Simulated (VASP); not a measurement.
A run of VASP 6.6.1:

Contents of INCAR:

```
  PREC = Accurate
  ENCUT = 520
  EDIFF = 1E-6
  ISMEAR = 0
  SIGMA = 0.02
  LREAL = Auto
  LASPH = True
  NELM = 60
  ALGO = Normal
  ISIF = 2
  LWAVE = False
  LCHARG = False
  GGA = PE
  NELECT = 152.0
  NBANDS = 92
```

File KPOINTS:

```
regular mesh
0
Gamma
  3 3 3
```

POSCAR

```
Sr4Ti4O11
1.0
   -3.9364226094      3.9364226094      3.9364226094
    3.9364226094     -3.9364226094      3.9364226094
    3.9364226094      3.9364226094     -3.9364226094
Sr Ti O
4 4 11
Direct
   -0.0006840846     -0.0013681692     -0.0006840846
    0.5006840846      0.5000000000     -0.0006840846
    0.5006840846      0.0013681692      0.5006840846
   -0.0006840846      0.5000000000      0.5006840846
    0.5166314697      0.5000000000      0.5166314697
    0.0000000000      0.0000000000      0.5000000000
   -0.0166314697      0.5000000000     -0.0166314697
    0.5000000000      0.0000000000      0.0000000000
    0.2380841530      0.2563994639      0.4816846891
    0.7500000000      0.0000000000      0.2500000000
    0.7500000000      0.5000000000      0.7500000000
    0.2500000000      0.0000000000      0.7500000000
    0.7252852251      0.7436005361      0.4816846891
    0.2619158470      0.7436005361      0.0183153109
    0.7747147749      0.2563994639      0.0183153109
    0.4816846891      0.7436005361      0.7252852251
    0.0183153109      0.2563994639      0.7747147749
    0.0183153109      0.7436005361      0.2619158470
    0.4816846891      0.2563994639      0.2380841530
```

Potentials or basis: VASP PAW PBE potentials, release 64 (Sr_sv, Ti_sv, O).

Run with:

```bash
$ cat potpaw_PBE.64/Sr_sv/POTCAR potpaw_PBE.64/Ti_sv/POTCAR potpaw_PBE.64/O/POTCAR > POTCAR
$ mpirun -np 1 vasp_std > vasp.out
```

Hardware: 1 thread of Intel(R) Xeon(R) Platinum 8488C (Sapphire Rapids), on a shared host.

Question: Estimate the wall time of this run.

Answer: Wall time 4.5 min on 1 thread of Intel(R) Xeon(R) Platinum 8488C (Sapphire Rapids), with other jobs on the host, peak memory 0.42 GiB. Counts: scf iterations 18, k points 6.
